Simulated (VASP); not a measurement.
**Sn: single point with r2SCAN**

The system is Sn.

```
Sn
1.0
    -1.99657    1.99657    1.69708
     1.99657   -1.99657    1.69708
     1.99657    1.99657   -1.69708
Sn
1
Direct
  0.00000 0.00000 0.00000
```

This cell differs from its parent crystal: ratio of the length along z to the lengths across it x 0.85, volume and fractional coordinates fixed.

```
Program             : VASP 6.6.1
Task                : single point
Functional          : r2SCAN
Potentials or basis : VASP PAW PBE potentials, release 64 (Sn_d)
Cutoff              : 520 eV
k mesh              : 24 × 24 × 24
Occupations         : gaussian, width 0.15 eV
Spin                : no spin polarisation
```

```yaml
Pressure: 0.1 GPa
Band_gap_on_the_k_mesh: zero (bands 7 and 8 overlap by 9.91 eV)
```

Stress tensor (GPa, compression positive):
```
 0.18  0.00  0.00
 0.00  0.18  0.00
 0.00  0.00 -0.06
```

Levels at points of the mesh, in eV from the Fermi level:
| k point | band 5 | band 6 | band 7 | band 8 | band 9 | band 10 |
| --- | --- | --- | --- | --- | --- | --- |
| (0.00, 0.00, 0.00) | -22.11 | -11.73 | 7.53 | 7.53 | 9.63 | 11.08 |
| (0.50, 0.00, 0.00) | -22.04 | -6.15 | -4.58 | 3.22 | 4.86 | 7.80 |
| (0.50, 0.50, 0.00) | -22.06 | -7.48 | -4.99 | 5.59 | 7.87 | 10.46 |
| (0.50, 0.50, 0.50) | -22.04 | -3.03 | -1.63 | -1.63 | 1.94 | 3.54 |

It took 10 min on 1 thread of Intel(R) Xeon(R) 6975P-C (Granite Rapids) (shared host), peak memory 0.46 GiB.

Caveat: the PAW data sets were made with another functional, which shifts forces and pressure a little; spin-orbit coupling is left out, which moves the levels of the heavy elements.
